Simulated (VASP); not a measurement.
Wanted: the native input for a VASP 6.6.1 run.

* Task: single point
* Functional: PBEsol
* Potentials or basis: VASP PAW PBE potentials, release 64 (Ga_d, P)
* Cutoff: 520 eV
* k mesh: 8 × 8 × 8
* Occupations: fermi-dirac, width 0.05 eV
* Spin: no spin polarisation
* Dipole correction: no
* Further INCAR settings: ALGO = Normal; EDIFF = 1e-07; NBANDS = 16

The structure of GaP lies in POSCAR:

```
GaP
1.0
    0.0000000000      2.5276193059      2.5276193059
    2.5276193059      0.0000000000      2.5276193059
    2.5276193059      2.5276193059      0.0000000000
Ga P
1 1
Direct
    0.0000000000      0.0000000000      0.0000000000
    0.7500000000      0.7500000000      0.7500000000
```

The input as run:

INCAR

```
SYSTEM = GaP
PREC = Accurate
ENCUT = 520
EDIFF = 1E-7
ISMEAR = -1
SIGMA = 0.05
LREAL = .FALSE.
LASPH = .TRUE.
NELM = 60
ALGO = Normal
ISIF = 2
LWAVE = .FALSE.
LCHARG = .FALSE.
GGA = PS
NBANDS = 16
```

KPOINTS

```
regular mesh
0
G
  8 8 8
  0 0 0
```

Potentials or basis: VASP PAW PBE potentials, release 64 (Ga_d, P).

Command:

```console
$ cat potpaw_PBE.64/Ga_d/POTCAR potpaw_PBE.64/P/POTCAR > POTCAR
$ mpirun -np 1 vasp_std > vasp.out
```

Results of the run:

```yaml
Pressure: 29.8 GPa
Band_gap_on_the_k_mesh: 0.95 eV, indirect (least direct gap 3.66 eV)
```

Caveat: the PAW data sets were made with another functional, which shifts forces and pressure a little.

Run time: 21 s on 1 thread of Intel(R) Xeon(R) Platinum 8259CL CPU @ 2.50GHz (Skylake/Cascade Lake) (shared host), peak memory 0.16 GiB.
